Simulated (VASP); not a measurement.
Runs of VASP 6.6.1 on NaCl. The structure is that of space group Fm-3m (No. 225), or close to it. The cells are those of the table. 

| task | level | cell | grid for exact exchange (PRECFOCK) | share of exact exchange | screening parameter | gap on the mesh (eV) |
| --- | --- | --- | --- | --- | --- | --- |
| single point | HSE06 | a = 3.944, b = 3.944, c = 3.884 Å, angles 60.5, 60.5, 59.0°, 2 atoms | Normal | 0.25 | 0.2079 1/Å | 6.67 |
| dielectric tensor | r2SCAN | a = 3.954, b = 3.954, c = 3.924 Å, angles 60.2, 60.2, 59.5°, 2 atoms | - | - | - | (a) |
| dielectric tensor | r2SCAN | a = 3.944, b = 3.944, c = 3.884 Å, angles 60.5, 60.5, 59.0°, 2 atoms | - | - | - | 6.12 |
| dielectric tensor | r2SCAN | a = 3.977, b = 3.977, c = 4.003 Å, angles 59.8, 59.8, 60.4°, 2 atoms | - | - | - | 5.93 |

Alike in all rows: potentials or basis VASP PAW PBE potentials, release 64 (Na_pv, Cl); no spin polarisation; k mesh 6 × 6 × 6; cutoff (eV) 520; smearing gaussian 0.01 eV.

Problem. Fill in the values left out.

Solution. (a) 6.06.

